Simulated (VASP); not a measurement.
A run of VASP 6.6.1:

File INCAR:

```
SYSTEM = Ge
PREC = Accurate
ENCUT = 520
EDIFF = 1E-7
ISMEAR = -1
SIGMA = 0.1
LREAL = .False.
LASPH = .True.
NELM = 80
ALGO = Normal
ISIF = 2
LWAVE = .False.
LCHARG = .True.
GGA = PS
LELF = .True.
LVHAR = .True.
NBANDS = 21
```

The input KPOINTS:

```
regular mesh
0
Gamma
  12 12 7
  0 0 0
```

POSCAR

```
Ge
1.0
    1.4774301472     -2.6481668601      0.0000000000
    1.4774301472      2.6481668601      0.0000000000
    0.0000000000      0.0000000000      4.6859854663
Ge
2
Direct
    0.6526300581      0.3473699419      0.2500000000
    0.3473699419      0.6526300581      0.7500000000
```

Potentials or basis: VASP PAW PBE potentials, release 64 (Ge_d).

Command:

```console
$ cat potpaw_PBE.64/Ge_d/POTCAR > POTCAR
$ mpirun -np 1 vasp_std > vasp.out
```

Hardware: 1 thread of Intel Xeon 8259CL, on a shared host.

Task: Estimate the wall time of this run.

Result: Run time: 87 s on 1 thread of Intel Xeon 8259CL, on a shared host, peak memory 0.23 GiB. Counts: scf iterations 12, k points 172.
